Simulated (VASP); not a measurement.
# Fe (Fd-3m) in VASP: notebook, part 2 of 2

VASP 6.6.1. The steps go on from the part before.

**4. Single point, RPBE (14.26 Å³/atom)**

This run uses another cell than the first one, of 14.26 Å³/atom.

INCAR

```
PREC = Accurate ; ENCUT = 690
EDIFF = 1E-6 ; ISMEAR = -1
SIGMA = 0.1 ; LREAL = False
LASPH = True ; NELM = 120
ALGO = Normal ; ISIF = 2
LWAVE = False ; LCHARG = False
GGA = RP ; NBANDS = 23
GGA_COMPAT = False
```

KPOINTS

```
regular mesh
0
Gamma
  12 12 12
```

POSCAR

```
Fe
1.0
    0.0000000000      2.4251117040      2.4251117040
    2.4251117040      0.0000000000      2.4251117040
    2.4251117040      2.4251117040      0.0000000000
Fe
2
Direct
    0.1250000000      0.1250000000      0.1250000000
    0.8750000000      0.8750000000      0.8750000000
```

Potentials or basis: VASP PAW PBE potentials, release 64 (Fe_sv).

Run with:

```console
cat potpaw_PBE.64/Fe_sv/POTCAR > POTCAR
mpirun -np 1 vasp_std > vasp.out
```

OUTCAR:

```text
PREC = Accurate
   ENCUT = 690
   EDIFF = 1E-6
   ISMEAR = -1
   LREAL = False
   LASPH = True
   NELM = 120
   ISIF = 2
   GGA = RP

 ion  position               nearest neighbor table
   1  0.125  0.125  0.125-   2 2.10   2 2.10   2 2.10   2 2.10
   2  0.875  0.875  0.875-   1 2.10   1 2.10   1 2.10   1 2.10

  LATTYP: Found a face centered cubic cell.
 ALAT       =     4.8502234080

  Lattice vectors:

 A1 = (   0.0000000000,   2.4251117040,   2.4251117040)
 A2 = (   2.4251117040,   0.0000000000,   2.4251117040)
 A3 = (   2.4251117040,   2.4251117040,   0.0000000000)

Analysis of symmetry for initial positions (statically):
=====================================================================
 Subroutine PRICEL returns:
 Original cell was already a primitive cell.

 Routine SETGRP: Setting up the symmetry group for a
 face centered cubic supercell.

 Subroutine GETGRP returns: Found 48 space group operations
 (whereof 12 operations were pure point group operations)
 out of a pool of 48 trial point group operations.

The static configuration has the point symmetry D_3d.
 The point group associated with its full space group is O_h .

Analysis of symmetry for dynamics (positions and initial velocities):
=====================================================================
 Subroutine PRICEL returns:
 Original cell was already a primitive cell.

 Routine SETGRP: Setting up the symmetry group for a
 face centered cubic supercell.

 Subroutine GETGRP returns: Found 48 space group operations
 (whereof 12 operations were pure point group operations)
 out of a pool of 48 trial point group operations.

The dynamic configuration has the point symmetry D_3d.
 The point group associated with its full space group is O_h .

 Subroutine INISYM returns: Found 48 space group operations
 (whereof 12 operations are pure point group operations),
 and found     1 'primitive' translations

----------------------------------------------------------------------------------------

                                     Primitive cell

  volume of cell :      28.5250

  direct lattice vectors                    reciprocal lattice vectors
     0.000000000  2.425111704  2.425111704    -0.206176070  0.206176070  0.206176070
     2.425111704  0.000000000  2.425111704     0.206176070 -0.206176070  0.206176070
     2.425111704  2.425111704  0.000000000     0.206176070  0.206176070 -0.206176070

  length of vectors
     3.429625862  3.429625862  3.429625862     0.357107428  0.357107428  0.357107428

  position of ions in fractional coordinates (direct lattice)
     0.125000000  0.125000000  0.125000000
     0.875000000  0.875000000  0.875000000

  ion indices of the primitive-cell ions
   primitive index   ion index
                 1           1
                 2           2

----------------------------------------------------------------------------------------

 KPOINTS: regular mesh

Automatic generation of k-mesh.
 Grid dimensions read from file:
 generate k-points for:   12   12   12

 Generating k-lattice:

  Cartesian coordinates                     Fractional coordinates (reciprocal lattice)
    -0.017181339  0.017181339  0.017181339     0.083333333  0.000000000  0.000000000
     0.017181339 -0.017181339  0.017181339     0.000000000  0.083333333  0.000000000
     0.017181339  0.017181339 -0.017181339     0.000000000  0.000000000  0.083333333

  Length of vectors
     0.029758952  0.029758952  0.029758952

  Shift w.r.t. Gamma in fractional coordinates (k-lattice)
     0.000000000  0.000000000  0.000000000

 Subroutine IBZKPT returns following result:
 ===========================================

 Found     72 irreducible k-points:

 Following reciprocal coordinates:
            Coordinates               Weight
  0.000000  0.000000  0.000000      1.000000
  0.083333  0.000000  0.000000      8.000000
  0.166667  0.000000  0.000000      8.000000
  0.250000  0.000000  0.000000      8.000000
  0.333333  0.000000  0.000000      8.000000
  0.416667  0.000000  0.000000      8.000000
[... 16 lines left out ...]
  0.500000  0.166667  0.000000     24.000000
 -0.416667  0.166667  0.000000     24.000000
 [... further k-points ...]
   k-points           NKPTS =     72   k-points in BZ     NKDIM =     72   number of bands    NBANDS=     23
   number of dos      NEDOS =    301   number of ions     NIONS =      2
   total plane-waves  NPLWV =  27000
   dimension x,y,z NGX =    30 NGY =   30 NGZ =   30
   dimension x,y,z NGXF=    60 NGYF=   60 NGZF=   60
   ions per type =               2
   NGX,Y,Z   is equivalent  to a cutoff of  14.54, 14.54, 14.54 a.u.
   NGXF,Y,Z  is equivalent  to a cutoff of  29.08, 29.08, 29.08 a.u.
 SYSTEM =  unknown system
   PREC   = accura    normal or accurate (medium, high low for compatibility)
   ISTART =      0    job   : 0-new  1-cont  2-samecut
   ICHARG =      2    charge: 1-file 2-atom 10-const
   ISPIN  =      1    spin polarized calculation?
   LNONCOLLINEAR =      F non collinear calculations
   LSORBIT =      F    spin-orbit coupling
   LASPH  =      T    aspherical Exc in radial PAW
   ENCUT  =  690.0 eV  50.71 Ry    7.12 a.u.   7.35  7.35  7.35*2*pi/ulx,y,z
   NELM   =    120;   NELMIN=  2; NELMDL= -5     # of ELM steps
   EDIFF  = 0.1E-05   stopping-criterion for ELM
   LREAL  =      F    real-space projection
   EDIFFG = 0.1E-04   stopping-criterion for IOM
   NSW    =      0    number of steps for IOM
   IBRION =     -1    ionic relax: 0-MD 1-quasi-New 2-CG
   NFREE  =      0    steps in history (QN), initial steepest desc. (CG)
   ISIF   =      2    stress and relaxation
   ISYM   =      2    0-nonsym 1-usesym 2-fastsym
   POTIM  = 0.5000    time-step for ionic-motion
   TEBEG  =    0.0;   TEEND  =   0.0 temperature during run
   PSTRESS=    0.0 pullay stress
   NELECT =      32.0000    total number of electrons
   NUPDOWN=      -1.0000    fix difference up-down
   EMIN   =  10.00;   EMAX   =-10.00  energy-range for DOS
   EFERMI =   0.00;   METHOD = LEGACY
   ISMEAR =    -1;   SIGMA  =   0.10  broadening in eV -4-tet -1-fermi 0-gaus
   EFERMI_NEDOS =   21; number of points for ismear=-14 and -15
   IALGO  =     38    algorithm
   IMIX   =      4    mixing-type and parameters
     AMIX     =   0.40;   BMIX     =  1.00
     AMIX_MAG =   1.60;   BMIX_MAG =  1.00
  volume/ion in A,a.u.               =      14.26        96.25
  Fermi-wavevector in a.u.,A,eV,Ry     =   1.701047  3.214513 39.369304  2.893562
  Thomas-Fermi vector in A             =   2.781071
   LORBIT       =      0    0 simple, 1 ext, 2 COOP (PROOUT), +10 PAW based schemes
   GGA     = RP    functional components
   LHFCALC =     F    Hartree Fock is set to
   AEXX    =    0.0000 exact exchange contribution
   IVDW    =     0    specifies the selected vdW correction
   LEPSILON=     F    determine dielectric tensor
   LRPA    =     F    only Hartree local field effects (RPA)
 non-spin polarized calculation
  energy-cutoff  :      690.00
  volume of cell :       28.52
 maximum number of plane-waves:      1211
 NGX is ok and might be reduce to    30
   NGX = 15   NGY = 15   NGZ = 15

 number of electron      31.9999992 magnetization

 Free energy of the ion-electron system (eV)
  ---------------------------------------------------
  ext. energy  EPLUGINS =         0.00000000
  ---------------------------------------------------
  free energy    TOTEN  =       -13.11149272 eV

  energy without entropy =      -13.02877035  energy(sigma->0) =      -13.07013153

 E-fermi :   8.8608     XC(G=0): -11.9237

 val. band max:        8.8586988001   @ k =   0.4167   0.1667   0.0000
 cond. band min:       8.8825546920   @ k =   0.5000   0.1667   0.0000
 fundamental gap:      0.0238558919
 Fermi energy:         8.8607686263

 k-point     1 :       0.0000    0.0000    0.0000
  band No.  band energies     occupation
      1     -78.4257      2.00000
      2     -78.0124      2.00000
      3     -44.5519      2.00000
      4     -44.5519      2.00000
      5     -44.5519      2.00000
      6     -43.9371      2.00000
[... 15 lines left out ...]
     22      23.2224      0.00000
     23      23.4748      0.00000
[... 575 lines left out ...]
      1     -78.3064      2.00000
      2     -78.1335      2.00000
      3     -44.6743      2.00000
      4     -44.6345      2.00000
      5     -44.4601      2.00000
      6     -44.0351      2.00000
[... 15 lines left out ...]
     22      18.3265      0.00000
     23      20.9268      0.00000

 [... further k-points ...]

------------------------ aborting loop because EDIFF is reached ----------------------------------------

  FORCE on cell =-STRESS in cart. coord.  units (eV):
  Direction    XX          YY          ZZ          XY          YZ          ZX
  --------------------------------------------------------------------------------------
  -------------------------------------------------------------------------------------
  Total        0.9209355      0.9209355      0.9209355      0.0000000     -0.0000000      0.0000000
  in kB       51.7266741     51.7266741     51.7266741      0.0000000     -0.0000000      0.0000000
  external PRESSURE =      51.7266741 kB  Pullay stress =       0.0000000 kB

 VOLUME and BASIS-vectors are now :
 -----------------------------------------------------------------------------
  energy-cutoff  :      690.00
  volume of cell :       28.52
      direct lattice vectors                 reciprocal lattice vectors
     0.000000000  2.425111704  2.425111704    -0.206176070  0.206176070  0.206176070
     2.425111704  0.000000000  2.425111704     0.206176070 -0.206176070  0.206176070
     2.425111704  2.425111704  0.000000000     0.206176070  0.206176070 -0.206176070

 POSITION                                       TOTAL-FORCE (eV/Angst)
 -----------------------------------------------------------------------------------
      0.60628      0.60628      0.60628        -0.000000      0.000000      0.000000
      4.24395      4.24395      4.24395         0.000000     -0.000000     -0.000000
 -----------------------------------------------------------------------------------
    total drift:                               -0.000000      0.000000      0.000000

  FREE ENERGIE OF THE ION-ELECTRON SYSTEM (eV)
  ---------------------------------------------------
  free  energy   TOTEN  =       -13.1114927192 eV

  energy  without entropy=      -13.0287703455  energy(sigma->0) =      -13.07013153
```

OSZICAR:

```text
N       E                     dE             d eps       ncg     rms          rms(c)
DAV:   1     0.752088905478E+03    0.75209E+03   -0.23322E+04  3312   0.261E+03
DAV:   2     0.426299434653E+02   -0.70946E+03   -0.68690E+03  3319   0.833E+02
DAV:   3    -0.123370414310E+02   -0.54967E+02   -0.52908E+02  3860   0.286E+02
DAV:   4    -0.144652924874E+02   -0.21283E+01   -0.21244E+01  3697   0.764E+01
DAV:   5    -0.145591488577E+02   -0.93856E-01   -0.93851E-01  4016   0.146E+01    0.125E+01
DAV:   6    -0.135233859567E+02    0.10358E+01   -0.12333E+01  3915   0.638E+01    0.636E+00
DAV:   7    -0.131036571659E+02    0.41973E+00   -0.19841E+00  3784   0.290E+01    0.142E+00
DAV:   8    -0.131094847819E+02   -0.58276E-02   -0.43045E-02  3881   0.305E+00    0.798E-01
DAV:   9    -0.131116030762E+02   -0.21183E-02   -0.67334E-03  4664   0.125E+00    0.902E-02
DAV:  10    -0.131115076194E+02    0.95457E-04   -0.40728E-04  4156   0.350E-01    0.297E-02
DAV:  11    -0.131114923666E+02    0.15253E-04   -0.55316E-05  3865   0.149E-01    0.962E-03
DAV:  12    -0.131114927192E+02   -0.35259E-06   -0.46726E-06  3060   0.413E-02
   1 F= -.13111493E+02 E0= -.13070132E+02  d E =-.827224E-01
```

stdout:

```text
POSCAR found type information on POSCAR Fe
 POSCAR found :  1 types and       2 ions
 scaLAPACK will be used
 -----------------------------------------------------------------------------
|                                                                             |
|                                                                             |
|     You enforced a specific xc type in the INCAR file but a different       |
|     I HOPE YOU KNOW WHAT YOU ARE DOING!                                     |
|                                                                             |
 -----------------------------------------------------------------------------

 LDA part: xc-table for (Slater+PW92), standard interpolation
 POSCAR, INCAR and KPOINTS ok, starting setup
 FFT: planning ... GRIDC
 FFT: planning ... GRID_SOFT
 FFT: planning ... GRID
 WAVECAR not read
 entering main loop
```

It took 99 s on 1 thread of Intel Xeon Platinum 8375C at 2.90GHz (Ice Lake), shared host; peak memory 0.2 GiB.

Results:

| Quantity | Value |
| --- | --- |
| Free energy | -13.1115 eV |
| Pressure | 5.2 GPa |
| Band gap on the k mesh | zero (bands 16 and 17 overlap by 0.68 eV) |

Caveat: the cell stands under pressure; the PAW data sets were made with another functional, which shifts forces and pressure a little; the run has no spin polarisation, though such a crystal can be magnetic. Spin polarisation is off, so any magnetic state and its effect on volume and gap are missing.

**5. Single point, RPBE (13.67 Å³/atom)**

This run uses another cell than the first one, of 13.67 Å³/atom.

INCAR

```
PREC = Accurate
ENCUT = 690
EDIFF = 1E-6
ISMEAR = -1
SIGMA = 0.1
LREAL = False
LASPH = True
NELM = 120
ALGO = Normal
ISIF = 2
LWAVE = False
LCHARG = True
GGA = RP
LELF = True
LVHAR = True
NBANDS = 23
GGA_COMPAT = False
```

KPOINTS

```
Automatic mesh
0
Gamma
  12 12 12
```

POSCAR

```
Fe
1.0
    0.0000000000      2.3909506508      2.3909506508
    2.3909506508      0.0000000000      2.3909506508
    2.3909506508      2.3909506508      0.0000000000
Fe
2
Direct
    0.1250000000      0.1250000000      0.1250000000
    0.8750000000      0.8750000000      0.8750000000
```

Run with:

```console
cat potpaw_PBE.64/Fe_sv/POTCAR > POTCAR
mpirun -np 1 vasp_std > vasp.out
```

Run time: 27 s. Hardware: 1 thread of Intel Xeon 6975P-C (Granite Rapids), shared host; peak memory 0.19 GiB.

The run converged. Its results:

- Free energy: -13.0377 eV
- Pressure: 13.1 GPa
- Band gap on the k mesh: zero (bands 16 and 17 overlap by 0.72 eV)

Levels at points of the mesh, in eV from the Fermi level:
| k point | band 13 | band 14 | band 15 | band 16 | band 17 | band 18 | band 19 | band 20 |
| --- | --- | --- | --- | --- | --- | --- | --- | --- |
| (0.00, 0.00, 0.00) | -2.62 | -2.62 | -0.42 | -0.42 | -0.42 | 1.35 | 1.35 | 14.78 |
| (0.50, 0.00, 0.00) | -2.65 | -2.65 | -1.18 | 0.19 | 0.19 | 1.08 | 1.08 | 2.68 |
| (0.50, 0.50, 0.00) | -1.41 | -1.41 | -0.80 | -0.80 | 1.30 | 1.30 | 2.89 | 2.89 |

Caveat: the cell stands under pressure; the PAW data sets were made with another functional, which shifts forces and pressure a little; the run has no spin polarisation, though such a crystal can be magnetic.

**6. The runs side by side**

```csv
cell,k mesh,gap on the mesh (eV),pressure (GPa)
"a = 3.477 Å, angles 60.0°, 2 atoms",11 × 11 × 11,none,-1.2
"a = 3.332 Å, angles 60.0°, 2 atoms",12 × 12 × 12,none,23.0
"a = 3.430 Å, angles 60.0°, 2 atoms",12 × 12 × 12,none,5.2
"a = 3.381 Å, angles 60.0°, 2 atoms",12 × 12 × 12,none,13.1
```

Alike in all rows: task single point; level RPBE; potentials or basis VASP PAW PBE potentials, release 64 (Fe_sv); no spin polarisation; cutoff (eV) 690; smearing fermi-dirac 0.1 eV.

Caveats: the PAW data sets were made with another functional, which shifts forces and pressure a little; the run has no spin polarisation, though such a crystal can be magnetic; the cell stands under pressure (at least some runs).

Absolute energies hang on the potentials; compare differences alone.

The gap in the log of VASP goes by the Fermi energy; the results here count the filled bands.